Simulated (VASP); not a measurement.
Input of a VASP 6.6.1 run:

The input INCAR:

```
SYSTEM = TmH2W
PREC = Accurate
ENCUT = 500
EDIFF = 1E-6
ISMEAR = 0
SIGMA = 0.1
LREAL = .FALSE.
LASPH = .TRUE.
NELM = 200
ALGO = Normal
ISIF = 2
LWAVE = .FALSE.
LCHARG = .FALSE.
GGA = PE
NBANDS = 20
GGA_COMPAT = .FALSE.
LMAXMIX = 6
```

File KPOINTS:

```
Automatic mesh
0
G
  6 6 4
  0 0 0
```

File POSCAR:

```
TmH2W
1.0
    3.0043330876      0.0000000000      0.0000000000
   -1.5021665438      2.6018287753      0.0000000000
    0.0000000000      0.0000000000      7.5398022159
Tm H W
1 2 1
Direct
    0.0000000000      0.0000000000      0.0000000000
    0.0000000000      0.0000000000      0.2657779889
    0.0000000000      0.0000000000      0.7342220111
    0.0000000000      0.0000000000      0.5000000000
```

Potentials or basis: VASP PAW PBE potentials, release 64 (Tm_3, H, W_sv), 4f in core.

The run is started by

```console
$ cat potpaw_PBE.64/Tm_3/POTCAR potpaw_PBE.64/H/POTCAR potpaw_PBE.64/W_sv/POTCAR > POTCAR
$ mpirun -np 1 vasp_std > vasp.out
```

(1) Estimate the largest force.

(2) Estimate the pressure.

(3) What does it give for the band gap on the k mesh?

Results:

(1) 0.045 eV/Å.

(2) 0.3 GPa.

(3) zero (an odd number of electrons rules out a gap without spin polarisation).

Caveat: the k points lie up to 0.40 Å⁻¹ apart, too coarse for converged energies and pressures of a metal; spin-orbit coupling is left out, which moves the levels of the heavy elements; the 4f electrons are frozen in the core, so they carry no moment and show no levels.
